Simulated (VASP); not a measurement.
# PbS (P-6m2) in VASP: settings compared, part 2 of 2

VASP 6.6.1. Earlier steps stand in the parts before.

## (5) Relaxation of cell and atoms, LDA

This run uses another cell than the first one, of 27.44 Å³/atom.

INCAR reads:

```
SYSTEM = PbS
PREC = Accurate ; ENCUT = 600
EDIFF = 1E-7 ; ISMEAR = -1
SIGMA = 0.05 ; LREAL = .False.
LASPH = .True. ; NELM = 60
ALGO = Normal ; ISIF = 3
LWAVE = .False. ; LCHARG = .False.
IBRION = 2 ; NSW = 60
EDIFFG = -0.01
```

KPOINTS reads:

```
regular mesh
0
Gamma
  8 8 7
  0 0 0
```

POSCAR reads:

```
PbS
1.0
    4.0896976867      0.0000000000      0.0000000000
   -2.0448488433      3.5417820905      0.0000000000
    0.0000000000      0.0000000000      3.7881670000
Pb S
1 1
Direct
    0.0000000000      0.0000000000      0.0000000000
    0.6666666667      0.3333333333      0.5000000000
```

Potentials or basis: VASP PAW LDA potentials, release 64 (Pb_d, S).

Run with:

```console
$ cat potpaw_LDA.64/Pb_d/POTCAR potpaw_LDA.64/S/POTCAR > POTCAR
$ mpirun -np 1 vasp_std > vasp.out
```

OUTCAR:

```text
SYSTEM = PbS
   PREC = Accurate
   ENCUT = 600
   EDIFF = 1E-7
   ISMEAR = -1
   LREAL = .False.
   LASPH = .True.
   NELM = 60
   ISIF = 3
   IBRION = 2
   NSW = 60
   EDIFFG = -0.01

 ion  position               nearest neighbor table
   1  0.000  0.000  0.000-   2 3.03   2 3.03   2 3.03   2 3.03   2 3.03   2 3.03
   2  0.667  0.333  0.500-   1 3.03   1 3.03   1 3.03   1 3.03   1 3.03   1 3.03

  LATTYP: Found a hexagonal cell.
 ALAT       =     4.0896976867
 C/A-ratio  =     0.9262706660

  Lattice vectors:

 A1 = (   4.0896976867,   0.0000000000,   0.0000000000)
 A2 = (  -2.0448488433,   3.5417820905,   0.0000000000)
 A3 = (   0.0000000000,   0.0000000000,   3.7881670000)

Analysis of symmetry for initial positions (statically):
=====================================================================
 Subroutine PRICEL returns:
[... 191 lines left out ...]
      9       3.2847      2.00000
     10       3.2847      2.00000
     11       8.3024      0.00000
     12       8.3024      0.00000
     13      10.1306      0.00000
     14      11.3218      0.00000
[... 534 lines left out ...]
--------------------------------------- Ionic step        5  -------------------------------------------

 number of electron      20.0000001 magnetization

 Free energy of the ion-electron system (eV)
  ---------------------------------------------------
  ext. energy  EPLUGINS =         0.00000000
  ---------------------------------------------------
  free energy    TOTEN  =        -9.74926037 eV

  energy without entropy =       -9.74640164  energy(sigma->0) =       -9.74783100

 E-fermi :   5.7583     XC(G=0): -10.2229

 val. band max:        5.7006767352   @ k =   0.3750   0.2500   0.4286
 cond. band min:       5.8909267710   @ k =   0.0000   0.0000   0.4286
 fundamental gap:      0.1902500357
 Fermi energy:         5.7582917220

 k-point     1 :       0.0000    0.0000    0.0000
  band No.  band energies     occupation
      1     -10.8757      2.00000
      2     -10.8397      2.00000
      3     -10.8397      2.00000
      4     -10.7210      2.00000
      5     -10.7210      2.00000
      6      -7.7832      2.00000
      7      -0.2528      2.00000
      8       3.3379      2.00000
      9       4.1905      2.00000
     10       4.1905      2.00000
     11       9.5910      0.00000
     12       9.5910      0.00000
     13      10.9319      0.00000
     14      12.9083      0.00000
[... 420 lines left out ...]
  FREE ENERGIE OF THE ION-ELECTRON SYSTEM (eV)
  ---------------------------------------------------
  free  energy   TOTEN  =        -9.7492603712 eV

  energy  without entropy=       -9.7464016377  energy(sigma->0) =       -9.74783100

 reached required accuracy - stopping structural energy minimisation
```

OSZICAR:

```text
N       E                     dE             d eps       ncg     rms          rms(c)
DAV:   1     0.164480718985E+03    0.16448E+03   -0.10702E+04  1126   0.167E+03
DAV:   2     0.420722230805E+01   -0.16027E+03   -0.15714E+03  1186   0.371E+02
DAV:   3    -0.987166286719E+01   -0.14079E+02   -0.13734E+02  1512   0.109E+02
DAV:   4    -0.102476471238E+02   -0.37598E+00   -0.37571E+00  1204   0.211E+01
[... 44 lines left out ...]
DAV:   3    -0.974947245767E+01    0.65495E-02   -0.12278E-02  1654   0.174E+00    0.110E-01
DAV:   4    -0.974927936718E+01    0.19309E-03   -0.90284E-04  1494   0.366E-01    0.309E-02
DAV:   5    -0.974926045737E+01    0.18910E-04   -0.68190E-05  1604   0.112E-01    0.860E-03
DAV:   6    -0.974926039999E+01    0.57380E-07   -0.71444E-06  1378   0.334E-02    0.334E-03
DAV:   7    -0.974926037116E+01    0.28830E-07   -0.42572E-07  1450   0.118E-02
   5 F= -.97492604E+01 E0= -.97478310E+01  d E =-.440376E-02
```

CONTCAR:

```text
PbS
   1.00000000000000
     3.9353074446336231   -0.0000000000021328   -0.0000000000000000
    -1.9676537222705461    3.4080762187729947   -0.0000000000000000
    -0.0000000000000000   -0.0000000000000000    3.7295039862141230
  Pb              S
     1     1
Direct
     0.0000000000000000    0.0000000000000000    0.0000000000000000
     0.6666666667000030    0.3333333332999970    0.5000000000000000

  0.00000000E+00  0.00000000E+00  0.00000000E+00
  0.00000000E+00  0.00000000E+00  0.00000000E+00
```

Wall time 3.2 min (1 thread of Intel Xeon 8259CL, shared host); peak memory 0.2 GiB.

Results:

| Item | Value |
| --- | --- |
| Free energy | -9.7493 eV |
| Relaxed volume | 25.01 Å³/atom |
| Relaxed cell | a = 3.935 Å, b = 3.935 Å, c = 3.730 Å, α = 90.00°, β = 90.00°, γ = 120.00° |
| Space group after relaxing (to 0.1 Å) | P-6m2 (No. 187) |
| Energy gained by relaxing | 34.3 meV/atom |
| Ionic steps | 5 |
| Pressure after relaxing | 0.0 GPa |
| Band gap on the k mesh | zero (bands 10 and 11 overlap by 0.35 eV) |

The path:
```
step  energy change (eV)  largest force (eV/Å)  pressure (GPa)  volume (Å³)
   1              0.0000                0.0000           -4.31        54.87
   2             -0.0578                0.0000            1.58        49.21
   3             -0.0643                0.0000           -0.03        50.46
   4             -0.0672                0.0000           -0.02        50.28
   5             -0.0687                0.0000            0.00        50.02
```

Final structure:
```xyz
2
Lattice="3.9353 0.0000 0.0000 -1.9677 3.4081 0.0000 0.0000 0.0000 3.7295" Properties=species:S:1:pos:R:3 pbc="T T T"
Pb    0.0000    0.0000    0.0000
S     1.9677    1.1360    1.8648
```

Caveat: semilocal functionals underestimate gaps, so a narrow gap can read as zero; spin-orbit coupling is left out, which moves the levels of the heavy elements.

## (6) Relaxation of cell and atoms, PBEsol

This run uses another cell than the first one, of 27.44 Å³/atom.

INCAR reads:

```
SYSTEM = PbS
  PREC = Accurate
  ENCUT = 600
  EDIFF = 1E-7
  ISMEAR = -1
  SIGMA = 0.05
  LREAL = .FALSE.
  LASPH = .TRUE.
  NELM = 100
  ALGO = Normal
  ISIF = 3
  LWAVE = .FALSE.
  LCHARG = .FALSE.
  GGA = PS
  IBRION = 2
  NSW = 60
  EDIFFG = -0.01
```

KPOINTS reads:

```
regular mesh
0
G
  8 8 7
  0 0 0
```

POSCAR is that of step 5.

Potentials or basis: VASP PAW PBE potentials, release 64 (Pb_d, S).

Run with:

```console
$ cat potpaw_PBE.64/Pb_d/POTCAR potpaw_PBE.64/S/POTCAR > POTCAR
$ mpirun -np 1 vasp_std > vasp.out
```

OUTCAR:

```text
SYSTEM = PbS
   PREC = Accurate
   ENCUT = 600
   EDIFF = 1E-7
   ISMEAR = -1
   LREAL = .FALSE.
   LASPH = .TRUE.
   NELM = 100
   ISIF = 3
   GGA = PS
   IBRION = 2
   NSW = 60
   EDIFFG = -0.01

 ion  position               nearest neighbor table
   1  0.000  0.000  0.000-   2 3.03   2 3.03   2 3.03   2 3.03   2 3.03   2 3.03
   2  0.667  0.333  0.500-   1 3.03   1 3.03   1 3.03   1 3.03   1 3.03   1 3.03

  LATTYP: Found a hexagonal cell.
 ALAT       =     4.0896976867
 C/A-ratio  =     0.9262706660

  Lattice vectors:

 A1 = (   4.0896976867,   0.0000000000,   0.0000000000)
 A2 = (  -2.0448488433,   3.5417820905,   0.0000000000)
 A3 = (   0.0000000000,   0.0000000000,   3.7881670000)

Analysis of symmetry for initial positions (statically):
=====================================================================
 Subroutine PRICEL returns:
 Original cell was already a primitive cell.

 Routine SETGRP: Setting up the symmetry group for a
 hexagonal supercell.

 Subroutine GETGRP returns: Found 12 space group operations
 (whereof 12 operations were pure point group operations)
 out of a pool of 24 trial point group operations.

The static configuration has the point symmetry D_3h.

Analysis of symmetry for dynamics (positions and initial velocities):
=====================================================================
 Subroutine PRICEL returns:
 Original cell was already a primitive cell.

 Routine SETGRP: Setting up the symmetry group for a
 hexagonal supercell.

 Subroutine GETGRP returns: Found 12 space group operations
 (whereof 12 operations were pure point group operations)
 out of a pool of 24 trial point group operations.

The dynamic configuration has the point symmetry D_3h.

 Subroutine INISYM returns: Found 12 space group operations
 (whereof 12 operations are pure point group operations),
 and found     1 'primitive' translations

----------------------------------------------------------------------------------------

                                     Primitive cell

  volume of cell :      54.8709

  direct lattice vectors                    reciprocal lattice vectors
     4.089697687  0.000000000  0.000000000     0.244516851  0.141171870  0.000000000
    -2.044848843  3.541782090  0.000000000     0.000000000  0.282343740  0.000000000
     0.000000000  0.000000000  3.788167000     0.000000000  0.000000000  0.263979914

  length of vectors
     4.089697687  4.089697687  3.788167000     0.282343740  0.282343740  0.263979914

  position of ions in fractional coordinates (direct lattice)
     0.000000000  0.000000000  0.000000000
     0.666666667  0.333333333  0.500000000

  ion indices of the primitive-cell ions
   primitive index   ion index
                 1           1
                 2           2

----------------------------------------------------------------------------------------

 KPOINTS: regular mesh

Automatic generation of k-mesh.
 Grid dimensions read from file:
 generate k-points for:    8    8    7

 Generating k-lattice:

  Cartesian coordinates                     Fractional coordinates (reciprocal lattice)
     0.030564606  0.017646484  0.000000000     0.125000000  0.000000000  0.000000000
     0.000000000  0.035292967  0.000000000     0.000000000  0.125000000  0.000000000
[... 52 lines left out ...]
   ISPIN  =      1    spin polarized calculation?
   LNONCOLLINEAR =      F non collinear calculations
   LSORBIT =      F    spin-orbit coupling
   LASPH  =      T    aspherical Exc in radial PAW
   ENCUT  =  600.0 eV  44.10 Ry    6.64 a.u.   8.17  8.17  7.57*2*pi/ulx,y,z
   NELM   =    100;   NELMIN=  2; NELMDL= -5     # of ELM steps
   EDIFF  = 0.1E-06   stopping-criterion for ELM
   LREAL  =      F    real-space projection
   EDIFFG = -.1E-01   stopping-criterion for IOM
   NSW    =     60    number of steps for IOM
   IBRION =      2    ionic relax: 0-MD 1-quasi-New 2-CG
   NFREE  =      1    steps in history (QN), initial steepest desc. (CG)
   ISIF   =      3    stress and relaxation
   ISYM   =      2    0-nonsym 1-usesym 2-fastsym
   POTIM  = 0.5000    time-step for ionic-motion
   TEBEG  =    0.0;   TEEND  =   0.0 temperature during run
   PSTRESS=    0.0 pullay stress
   NELECT =      20.0000    total number of electrons
   NUPDOWN=      -1.0000    fix difference up-down
   EMIN   =  10.00;   EMAX   =-10.00  energy-range for DOS
   EFERMI =   0.00;   METHOD = LEGACY
   ISMEAR =    -1;   SIGMA  =   0.05  broadening in eV -4-tet -1-fermi 0-gaus
   EFERMI_NEDOS =   21; number of points for ismear=-14 and -15
   IALGO  =     38    algorithm
   IMIX   =      4    mixing-type and parameters
     AMIX     =   0.40;   BMIX     =  1.00
     AMIX_MAG =   1.60;   BMIX_MAG =  1.00
  volume/ion in A,a.u.               =      27.44       185.14
  Fermi-wavevector in a.u.,A,eV,Ry     =   1.169421  2.209885 18.606576  1.367545
  Thomas-Fermi vector in A             =   2.305894
   LORBIT       =      0    0 simple, 1 ext, 2 COOP (PROOUT), +10 PAW based schemes
   GGA     = PS    functional components
   LHFCALC =     F    Hartree Fock is set to
   AEXX    =    0.0000 exact exchange contribution
   IVDW    =     0    specifies the selected vdW correction
   LEPSILON=     F    determine dielectric tensor
   LRPA    =     F    only Hartree local field effects (RPA)
 conjugate gradient relaxation of ions
 non-spin polarized calculation
  energy-cutoff  :      600.00
  volume of cell :       54.87
 maximum number of plane-waves:      1845
 NGX is ok and might be reduce to    36
   NGX = 17   NGY = 17   NGZ = 15

--------------------------------------- Ionic step        1  -------------------------------------------

 number of electron      20.0000002 magnetization

 Free energy of the ion-electron system (eV)
  ---------------------------------------------------
  ext. energy  EPLUGINS =         0.00000000
  ---------------------------------------------------
  free energy    TOTEN  =        -9.18365935 eV

  energy without entropy =       -9.18169460  energy(sigma->0) =       -9.18267697

------------------------ aborting loop because EDIFF is reached ----------------------------------------

  FORCE on cell =-STRESS in cart. coord.  units (eV):
  Direction    XX          YY          ZZ          XY          YZ          ZX
  --------------------------------------------------------------------------------------
  -------------------------------------------------------------------------------------
  Total       -0.9062514     -0.9062514     -1.0330174     -0.0000000      0.0000000     -0.0000000
  in kB      -26.4616631    -26.4616631    -30.1631046     -0.0000000      0.0000000     -0.0000000
  external PRESSURE =     -27.6954769 kB  Pullay stress =       0.0000000 kB
[... 131 lines left out ...]
--------------------------------------- Ionic step        5  -------------------------------------------

 number of electron      20.0000001 magnetization

 Free energy of the ion-electron system (eV)
  ---------------------------------------------------
  ext. energy  EPLUGINS =         0.00000000
  ---------------------------------------------------
  free energy    TOTEN  =        -9.21238340 eV

  energy without entropy =       -9.20984791  energy(sigma->0) =       -9.21111565

 E-fermi :   5.5781     XC(G=0):  -9.9274

 val. band max:        5.5743040838   @ k =   0.3750   0.2500   0.4286
 cond. band min:       5.7178915950   @ k =   0.3750   0.2500   0.0000
 fundamental gap:      0.1435875112
 Fermi energy:         5.5780871343

 k-point     1 :       0.0000    0.0000    0.0000
  band No.  band energies     occupation
      1     -11.1078      2.00000
      2     -11.0772      2.00000
      3     -11.0772      2.00000
      4     -10.9636      2.00000
      5     -10.9636      2.00000
      6      -7.8632      2.00000
      7      -0.5944      2.00000
      8       3.2518      2.00000
      9       3.9358      2.00000
     10       3.9358      2.00000
     11       9.2673      0.00000
     12       9.2673      0.00000
     13      10.7270      0.00000
     14      12.5343      0.00000
[... 377 lines left out ...]
      1     -11.1098      2.00000
      2     -11.0680      2.00000
      3     -11.0101      2.00000
      4     -11.0005      2.00000
      5     -10.9762      2.00000
      6      -6.3685      2.00000
      7      -2.2493      2.00000
      8       1.5563      2.00000
      9       3.6120      2.00000
     10       3.9218      2.00000
     11       7.1227      0.00000
     12       9.1932      0.00000
     13      10.1772      0.00000
     14      13.0223      0.00000

 [... further k-points ...]

------------------------ aborting loop because EDIFF is reached ----------------------------------------

  FORCE on cell =-STRESS in cart. coord.  units (eV):
  Direction    XX          YY          ZZ          XY          YZ          ZX
  --------------------------------------------------------------------------------------
  -------------------------------------------------------------------------------------
  Total       -0.0019866     -0.0019866      0.0071868     -0.0000000      0.0000000      0.0000000
  in kB       -0.0616184     -0.0616184      0.2229195     -0.0000000      0.0000000      0.0000000
  external PRESSURE =       0.0332276 kB  Pullay stress =       0.0000000 kB
[... 17 lines left out ...]
  FREE ENERGIE OF THE ION-ELECTRON SYSTEM (eV)
  ---------------------------------------------------
  free  energy   TOTEN  =        -9.2123834000 eV

  energy  without entropy=       -9.2098479061  energy(sigma->0) =       -9.21111565

 reached required accuracy - stopping structural energy minimisation
```

OSZICAR:

```text
N       E                     dE             d eps       ncg     rms          rms(c)
DAV:   1     0.164546096164E+03    0.16455E+03   -0.10702E+04  1126   0.167E+03
[... 46 lines left out ...]
DAV:   1    -0.921767231014E+01   -0.57539E-02   -0.25860E-01  1168   0.559E+00    0.354E-01
DAV:   2    -0.921406854145E+01    0.36038E-02   -0.76752E-03  1412   0.110E+00    0.202E-01
DAV:   3    -0.921241655209E+01    0.16520E-02   -0.31986E-03  1652   0.927E-01    0.504E-02
DAV:   4    -0.921238648820E+01    0.30064E-04   -0.25167E-04  1440   0.199E-01    0.151E-02
DAV:   5    -0.921238321129E+01    0.32769E-05   -0.16746E-05  1566   0.559E-02    0.446E-03
DAV:   6    -0.921238336357E+01   -0.15228E-06   -0.20312E-06  1378   0.185E-02    0.162E-03
DAV:   7    -0.921238340001E+01   -0.36443E-07   -0.11048E-07   740   0.614E-03
   5 F= -.92123834E+01 E0= -.92111157E+01  d E =-.169333E-02
```

CONTCAR:

```text
PbS
   1.00000000000000
     3.9911608413066131   -0.0000000000013728   -0.0000000000000000
    -1.9955804206057006    3.4564466791798476    0.0000000000000000
    -0.0000000000000000    0.0000000000000000    3.7443041066516622
  Pb              S
     1     1
Direct
     0.0000000000000000    0.0000000000000000    0.0000000000000000
     0.6666666667000030    0.3333333332999970    0.5000000000000000

  0.00000000E+00  0.00000000E+00  0.00000000E+00
  0.00000000E+00  0.00000000E+00  0.00000000E+00
```

It took 3.3 min on 1 thread of Intel Xeon 8259CL, shared host; peak memory 0.22 GiB.

Results:

```yaml
Free_energy: -9.2124 eV
Relaxed_volume: 25.83 Å³/atom
Relaxed_cell: a = 3.991 Å, b = 3.991 Å, c = 3.744 Å, α = 90.00°, β = 90.00°, γ = 120.00°
Space_group_after_relaxing_to_0.1_Å: P-6m2 (No. 187)
Energy_gained_by_relaxing: 14.4 meV/atom
Ionic_steps: 5
Pressure_after_relaxing: 0.0 GPa
Band_gap_on_the_k_mesh: zero (bands 10 and 11 overlap by 0.14 eV)
```

Step by step:
| step | energy change (eV) | largest force (eV/Å) | pressure (GPa) | volume (Å³) |
| --- | --- | --- | --- | --- |
| 1 | 0.0000 | 0.0000 | -2.77 | 54.87 |
| 2 | -0.0252 | 0.0000 | 0.79 | 51.19 |
| 3 | -0.0270 | 0.0000 | -0.03 | 51.91 |
| 4 | -0.0283 | 0.0000 | -0.01 | 51.79 |
| 5 | -0.0287 | 0.0000 | 0.00 | 51.65 |

Final structure:
```cif
data_structure
_symmetry_space_group_name_H-M 'P 1'
_symmetry_Int_Tables_number 1
_cell_length_a 3.9912
_cell_length_b 3.9912
_cell_length_c 3.7443
_cell_angle_alpha 90.000
_cell_angle_beta 90.000
_cell_angle_gamma 120.000
_cell_volume 51.65
loop_
_atom_site_label
_atom_site_type_symbol
_atom_site_fract_x
_atom_site_fract_y
_atom_site_fract_z
_atom_site_occupancy
Pb1 Pb 0.00000 0.00000 0.00000 1
S1 S 0.66667 0.33333 0.50000 1
```

Caveat: semilocal functionals underestimate gaps, so a narrow gap can read as zero; the PAW data sets were made with another functional, which shifts forces and pressure a little; spin-orbit coupling is left out, which moves the levels of the heavy elements.

## (7) The runs side by side

```csv
task,level,potentials or basis,cell,k mesh,cutoff (eV),grid for exact exchange (PRECFOCK),share of exact exchange,gap on the mesh (eV),pressure (GPa),relaxed volume (Å³/atom)
single point,PBE0,"VASP PAW PBE potentials, release 64 (Pb_d, S)","a = 4.062, b = 4.062, c = 3.763 Å, angles 90.0, 90.0, 120.0°, 2 atoms",4 × 4 × 4,520,Normal,0.25,1.20,-0.2,-
single point,LDA,"VASP PAW LDA potentials, release 64 (Pb_d, S)","a = 3.935, b = 3.935, c = 3.725 Å, angles 90.0, 90.0, 120.0°, 2 atoms",8 × 8 × 7,520,-,-,none,0.0,-
single point,PBEsol,"VASP PAW PBE potentials, release 64 (Pb_d, S)","a = 3.989, b = 3.989, c = 3.745 Å, angles 90.0, 90.0, 120.0°, 2 atoms",8 × 8 × 7,520,-,-,none,-0.1,-
relaxation of cell and atoms,LDA,"VASP PAW LDA potentials, release 64 (Pb_d, S)","relaxed from a = 4.090, b = 4.090, c = 3.788 Å, angles 90.0, 90.0, 120.0°, 2 atoms",8 × 8 × 7,600,-,-,none,0.0,25.01
relaxation of cell and atoms,PBEsol,"VASP PAW PBE potentials, release 64 (Pb_d, S)","relaxed from a = 4.090, b = 4.090, c = 3.788 Å, angles 90.0, 90.0, 120.0°, 2 atoms",8 × 8 × 7,600,-,-,none,0.0,25.83
```

Alike in all rows: no spin polarisation; smearing fermi-dirac 0.05 eV.

Caveats: some runs use coarse meshes; spin-orbit coupling is left out, which moves the levels of the heavy elements; semilocal functionals underestimate gaps, so a narrow gap can read as zero (at least some runs); the PAW data sets were made with another functional, which shifts forces and pressure a little (at least some runs).

Total energies depend on the potentials used, so only differences within one code and one set of settings carry meaning.
